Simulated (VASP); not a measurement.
# P (Pccn) in VASP: single point with PBE

Aim: the single point of P with PBE.

Everything below comes from runs of VASP 6.6.1. Logs are shortened: lines on timing, memory, paths and dates and some standing lists are left out, and cuts for length are marked.

## 1. The cell of the first run

The structure is orthorhombic, space group Pccn (No. 56). The conventional cell has a = 3.256 Å, b = 5.592 Å, c = 5.895 Å, α = 90.00°, β = 90.00°, γ = 90.00°. P (site symmetry 1) has 4 P at 2.07 to 2.21 Å within 2.7 Å.

The cell was generated, and may not be a known phase.

## 2. Single point, PBE

The input, INCAR:

```
  PREC = Accurate
  ENCUT = 520
  EDIFF = 1E-7
  ISMEAR = 0
  SIGMA = 0.1
  LREAL = False
  LASPH = True
  NELM = 80
  ALGO = Normal
  ISIF = 2
  LWAVE = False
  LCHARG = False
  GGA = PE
  NBANDS = 30
```

The input, KPOINTS:

```
regular mesh
0
Gamma
  6 4 4
```

The input, POSCAR:

```
P
1.0
    3.2559551400      0.0000000000      0.0000000000
    0.0000000000      5.5924485100      0.0000000000
    0.0000000000      0.0000000000      5.8951385800
P
8
Direct
    0.1439704100      0.5629558500      0.1590805600
    0.1439704100      0.9370441500      0.6590805600
    0.6439704100      0.0629558500      0.8409194400
    0.3560295900      0.9370441500      0.1590805600
    0.8560295900      0.0629558500      0.3409194400
    0.8560295900      0.4370441500      0.8409194400
    0.6439704100      0.4370441500      0.3409194400
    0.3560295900      0.5629558500      0.6590805600
```

Potentials or basis: VASP PAW PBE potentials, release 64 (P).

Started as:

```console
cat potpaw_PBE.64/P/POTCAR > POTCAR
mpirun -np 1 vasp_std > vasp.out
```

OUTCAR:

```text
PREC = Accurate
   ENCUT = 520
   EDIFF = 1E-7
   ISMEAR = 0
   LREAL = False
   LASPH = True
   NELM = 80
   ISIF = 2
   GGA = PE

 ion  position               nearest neighbor table
   1  0.144  0.563  0.159-   7 2.07   7 2.07   4 2.20   6 2.21
   2  0.144  0.937  0.659-   3 2.07   3 2.07   8 2.20   5 2.21
   3  0.644  0.063  0.841-   2 2.07   2 2.07   6 2.20   4 2.21
   4  0.356  0.937  0.159-   5 2.07   5 2.07   1 2.20   3 2.21
   5  0.856  0.063  0.341-   4 2.07   4 2.07   7 2.20   2 2.21
   6  0.856  0.437  0.841-   8 2.07   8 2.07   3 2.20   1 2.21
   7  0.644  0.437  0.341-   1 2.07   1 2.07   5 2.20   8 2.21
   8  0.356  0.563  0.659-   6 2.07   6 2.07   2 2.20   7 2.21

  LATTYP: Found a simple orthorhombic cell.
 ALAT       =     3.2559551400
 B/A-ratio  =     1.7176061308
 C/A-ratio  =     1.8105711923

  Lattice vectors:

 A1 = (   3.2559551400,   0.0000000000,   0.0000000000)
 A2 = (   0.0000000000,   5.5924485100,   0.0000000000)
 A3 = (   0.0000000000,   0.0000000000,   5.8951385800)

Analysis of symmetry for initial positions (statically):
=====================================================================
 Subroutine PRICEL returns:
 Original cell was already a primitive cell.

 Routine SETGRP: Setting up the symmetry group for a
 simple orthorhombic supercell.

 Subroutine GETGRP returns: Found  8 space group operations
 (whereof  2 operations were pure point group operations)
 out of a pool of  8 trial point group operations.

The static configuration has the point symmetry S_2 .
 The point group associated with its full space group is D_2h.

Analysis of symmetry for dynamics (positions and initial velocities):
=====================================================================
 Subroutine PRICEL returns:
 Original cell was already a primitive cell.

 Routine SETGRP: Setting up the symmetry group for a
 simple orthorhombic supercell.

 Subroutine GETGRP returns: Found  8 space group operations
 (whereof  2 operations were pure point group operations)
 out of a pool of  8 trial point group operations.

The dynamic configuration has the point symmetry S_2 .
 The point group associated with its full space group is D_2h.

 Subroutine INISYM returns: Found  8 space group operations
 (whereof  2 operations are pure point group operations),
 and found     1 'primitive' translations

----------------------------------------------------------------------------------------

                                     Primitive cell

  volume of cell :     107.3432

  direct lattice vectors                    reciprocal lattice vectors
     3.255955140  0.000000000  0.000000000     0.307129539  0.000000000  0.000000000
     0.000000000  5.592448510  0.000000000     0.000000000  0.178812554  0.000000000
     0.000000000  0.000000000  5.895138580     0.000000000  0.000000000  0.169631296

  length of vectors
     3.255955140  5.592448510  5.895138580     0.307129539  0.178812554  0.169631296

  position of ions in fractional coordinates (direct lattice)
     0.143970410  0.562955850  0.159080560
     0.143970410  0.937044150  0.659080560
     0.643970410  0.062955850  0.840919440
     0.356029590  0.937044150  0.159080560
     0.856029590  0.062955850  0.340919440
     0.856029590  0.437044150  0.840919440
     0.643970410  0.437044150  0.340919440
     0.356029590  0.562955850  0.659080560

  ion indices of the primitive-cell ions
   primitive index   ion index
                 1           1
                 2           2
                 3           3
                 4           4
                 5           5
                 6           6
                 7           7
                 8           8

----------------------------------------------------------------------------------------

 KPOINTS: regular mesh

Automatic generation of k-mesh.
 Grid dimensions read from file:
 generate k-points for:    6    4    4

 Generating k-lattice:

  Cartesian coordinates                     Fractional coordinates (reciprocal lattice)
     0.051188256  0.000000000  0.000000000     0.166666667  0.000000000  0.000000000
     0.000000000  0.044703138  0.000000000     0.000000000  0.250000000  0.000000000
     0.000000000  0.000000000  0.042407824     0.000000000  0.000000000  0.250000000

  Length of vectors
     0.051188256  0.044703138  0.042407824

  Shift w.r.t. Gamma in fractional coordinates (k-lattice)
     0.000000000  0.000000000  0.000000000

 Subroutine IBZKPT returns following result:
 ===========================================

 Found     36 irreducible k-points:

 Following reciprocal coordinates:
            Coordinates               Weight
  0.000000  0.000000  0.000000      1.000000
  0.166667  0.000000  0.000000      2.000000
  0.333333  0.000000  0.000000      2.000000
  0.500000  0.000000  0.000000      1.000000
  0.000000  0.250000  0.000000      2.000000
  0.166667  0.250000  0.000000      4.000000
[... 16 lines left out ...]
  0.333333  0.500000  0.250000      4.000000
  0.500000  0.500000  0.250000      2.000000
 [... further k-points ...]
   k-points           NKPTS =     36   k-points in BZ     NKDIM =     36   number of bands    NBANDS=     30
   number of dos      NEDOS =    301   number of ions     NIONS =      8
   total plane-waves  NPLWV =  48384
   dimension x,y,z NGX =    24 NGY =   42 NGZ =   48
   dimension x,y,z NGXF=    48 NGYF=   84 NGZF=   96
   ions per type =               8
   NGX,Y,Z   is equivalent  to a cutoff of  12.25, 12.49, 13.54 a.u.
   NGXF,Y,Z  is equivalent  to a cutoff of  24.51, 24.97, 27.07 a.u.
 SYSTEM =  unknown system
   PREC   = accura    normal or accurate (medium, high low for compatibility)
   ISTART =      0    job   : 0-new  1-cont  2-samecut
   ICHARG =      2    charge: 1-file 2-atom 10-const
   ISPIN  =      1    spin polarized calculation?
   LNONCOLLINEAR =      F non collinear calculations
   LSORBIT =      F    spin-orbit coupling
   LASPH  =      T    aspherical Exc in radial PAW
   ENCUT  =  520.0 eV  38.22 Ry    6.18 a.u.   6.05 10.40 10.96*2*pi/ulx,y,z
   NELM   =     80;   NELMIN=  2; NELMDL= -5     # of ELM steps
   EDIFF  = 0.1E-06   stopping-criterion for ELM
   LREAL  =      F    real-space projection
   EDIFFG = 0.1E-05   stopping-criterion for IOM
   NSW    =      0    number of steps for IOM
   IBRION =     -1    ionic relax: 0-MD 1-quasi-New 2-CG
   NFREE  =      0    steps in history (QN), initial steepest desc. (CG)
   ISIF   =      2    stress and relaxation
   ISYM   =      2    0-nonsym 1-usesym 2-fastsym
   POTIM  = 0.5000    time-step for ionic-motion
   TEBEG  =    0.0;   TEEND  =   0.0 temperature during run
   PSTRESS=    0.0 pullay stress
   NELECT =      40.0000    total number of electrons
   NUPDOWN=      -1.0000    fix difference up-down
   EMIN   =  10.00;   EMAX   =-10.00  energy-range for DOS
   EFERMI =   0.00;   METHOD = LEGACY
   ISMEAR =     0;   SIGMA  =   0.10  broadening in eV -4-tet -1-fermi 0-gaus
   EFERMI_NEDOS =   21; number of points for ismear=-14 and -15
   IALGO  =     38    algorithm
   IMIX   =      4    mixing-type and parameters
     AMIX     =   0.40;   BMIX     =  1.00
     AMIX_MAG =   1.60;   BMIX_MAG =  1.00
  volume/ion in A,a.u.               =      13.42        90.55
  Fermi-wavevector in a.u.,A,eV,Ry     =   1.178067  2.226224 18.882737  1.387842
  Thomas-Fermi vector in A             =   2.314403
   LORBIT       =      0    0 simple, 1 ext, 2 COOP (PROOUT), +10 PAW based schemes
   GGA     = PE    functional components
   LHFCALC =     F    Hartree Fock is set to
   AEXX    =    0.0000 exact exchange contribution
   IVDW    =     0    specifies the selected vdW correction
   LEPSILON=     F    determine dielectric tensor
   LRPA    =     F    only Hartree local field effects (RPA)
 non-spin polarized calculation
 Gauss-broadening in eV      SIGMA  =   0.10
  energy-cutoff  :      520.00
  volume of cell :      107.34
 maximum number of plane-waves:      2924
   NGX = 13   NGY = 21   NGZ = 21

 number of electron      39.9999997 magnetization

 Free energy of the ion-electron system (eV)
  ---------------------------------------------------
  ext. energy  EPLUGINS =         0.00000000
  ---------------------------------------------------
  free energy    TOTEN  =       -35.59755081 eV

  energy without entropy =      -35.58011442  energy(sigma->0) =      -35.58883262

 E-fermi :  11.0962     XC(G=0): -11.5367

 val. band max:       11.0903344885   @ k =   0.0000   0.0000   0.0000
 cond. band min:      11.1027084456   @ k =   0.3333   0.2500   0.0000
 fundamental gap:      0.0123739570
 Fermi energy:        11.0962389974

 k-point     1 :       0.0000    0.0000    0.0000
  band No.  band energies     occupation
      1      -7.2524      2.00000
      2      -4.6239      2.00000
      3      -4.5572      2.00000
      4      -1.9260      2.00000
      5      -1.8917      2.00000
      6      -0.7318      2.00000
[... 22 lines left out ...]
     29      13.8792      0.00000
     30      15.1441      0.00000

 k-point     2 :       0.1667    0.0000    0.0000
  band No.  band energies     occupation
      1      -6.8995      2.00000
      2      -4.2941      2.00000
      3      -4.1943      2.00000
      4      -1.6743      2.00000
      5      -1.5400      2.00000
      6      -0.7894      2.00000
[... 22 lines left out ...]
     29      15.2947      0.00000
     30      15.3681      0.00000

 k-point     3 :       0.3333    0.0000    0.0000
  band No.  band energies     occupation
      1      -5.8551      2.00000
      2      -3.3282      2.00000
      3      -3.1252      2.00000
      4      -2.1114      2.00000
      5      -1.2072      2.00000
      6      -0.4942      2.00000
[... 682 lines left out ...]
     29      16.3846      0.00000
     30      16.3846      0.00000

 k-point    24 :       0.5000    0.5000    0.2500
  band No.  band energies     occupation
      1      -3.5855      2.00000
      2      -3.5855      2.00000
      3      -2.4151      2.00000
      4      -2.4151      2.00000
      5      -1.8119      2.00000
      6      -1.8119      2.00000
[... 22 lines left out ...]
     29      17.2208      0.00000
     30      17.2501      0.00000

 [... further k-points ...]

------------------------ aborting loop because EDIFF is reached ----------------------------------------

  FORCE on cell =-STRESS in cart. coord.  units (eV):
  Direction    XX          YY          ZZ          XY          YZ          ZX
  --------------------------------------------------------------------------------------
  -------------------------------------------------------------------------------------
  Total       25.9385305     18.0245995     24.5757664      0.0000000      0.0000000      0.0000000
  in kB      387.1520159    269.0306625    366.8117396      0.0000000      0.0000000      0.0000000
  external PRESSURE =     340.9981393 kB  Pullay stress =       0.0000000 kB

 VOLUME and BASIS-vectors are now :
 -----------------------------------------------------------------------------
  energy-cutoff  :      520.00
  volume of cell :      107.34
      direct lattice vectors                 reciprocal lattice vectors
     3.255955140  0.000000000  0.000000000     0.307129539  0.000000000  0.000000000
     0.000000000  5.592448510  0.000000000     0.000000000  0.178812554  0.000000000
     0.000000000  0.000000000  5.895138580     0.000000000  0.000000000  0.169631296

 POSITION                                       TOTAL-FORCE (eV/Angst)
 -----------------------------------------------------------------------------------
      0.46876      3.14830      0.93780         0.104310      0.991755     -1.900376
      0.46876      5.24037      3.88537         0.104310     -0.991755     -1.900376
      2.09674      0.35208      4.95734         0.104310      0.991755      1.900376
      1.15922      5.24037      0.93780        -0.104310     -0.991755     -1.900376
      2.78719      0.35208      2.00977        -0.104310      0.991755      1.900376
      2.78719      2.44415      4.95734        -0.104310     -0.991755      1.900376
      2.09674      2.44415      2.00977         0.104310     -0.991755      1.900376
      1.15922      3.14830      3.88537        -0.104310      0.991755     -1.900376
 -----------------------------------------------------------------------------------
    total drift:                               -0.000000      0.000000      0.000000

  FREE ENERGIE OF THE ION-ELECTRON SYSTEM (eV)
  ---------------------------------------------------
  free  energy   TOTEN  =       -35.5975508145 eV

  energy  without entropy=      -35.5801144171  energy(sigma->0) =      -35.58883262
```

Wall time 2.4 min (1 thread of Oxide Virtual Turin-like, shared host); peak memory 0.2 GiB.

What came out:

| Quantity | Value |
| --- | --- |
| Free energy | -35.5976 eV |
| Pressure | 34.1 GPa |
| Largest force | 2.146 eV/Å |
| Band gap on the k mesh | zero (bands 20 and 21 overlap by 2.16 eV) |

Forces on the atoms (eV/Å):
```
P    0.104  0.992 -1.900
P    0.104 -0.992 -1.900
P    0.104  0.992  1.900
P   -0.104 -0.992 -1.900
P   -0.104  0.992  1.900
P   -0.104 -0.992  1.900
P    0.104 -0.992  1.900
P   -0.104  0.992 -1.900
```

Levels at points of the mesh, in eV from the Fermi level:
| k point | band 17 | band 18 | band 19 | band 20 | band 21 | band 22 | band 23 | band 24 |
| --- | --- | --- | --- | --- | --- | --- | --- | --- |
| (0.00, 0.00, 0.00) | -1.22 | -0.92 | -0.01 | 0.24 | 0.57 | 1.08 | 1.15 | 1.32 |
| (0.50, 0.00, 0.00) | -1.68 | -1.68 | 0.10 | 0.10 | 2.06 | 2.06 | 2.42 | 2.42 |
| (0.00, 0.50, 0.00) | -1.27 | -1.27 | -1.14 | -1.14 | 0.26 | 0.26 | 0.68 | 0.68 |
| (0.50, 0.50, 0.00) | -2.54 | -2.54 | 0.13 | 0.13 | 0.18 | 0.18 | 1.60 | 1.60 |
| (0.00, 0.00, 0.50) | -0.52 | -0.52 | -0.29 | -0.29 | 0.34 | 0.34 | 1.34 | 1.34 |
| (0.50, 0.00, 0.50) | -2.20 | -2.20 | -2.20 | -2.20 | 0.82 | 0.82 | 0.82 | 0.82 |
| (0.00, 0.50, 0.50) | -0.92 | -0.92 | -0.92 | -0.92 | 1.21 | 1.21 | 1.21 | 1.21 |
| (0.50, 0.50, 0.50) | -2.85 | -2.85 | -2.55 | -2.55 | -1.57 | -1.57 | -0.95 | -0.95 |

Caveat: the stress differs along the axes, from 27 to 39 GPa; forces of over 1 eV/Å act on the atoms, so gaps and moduli don't describe the material at rest.
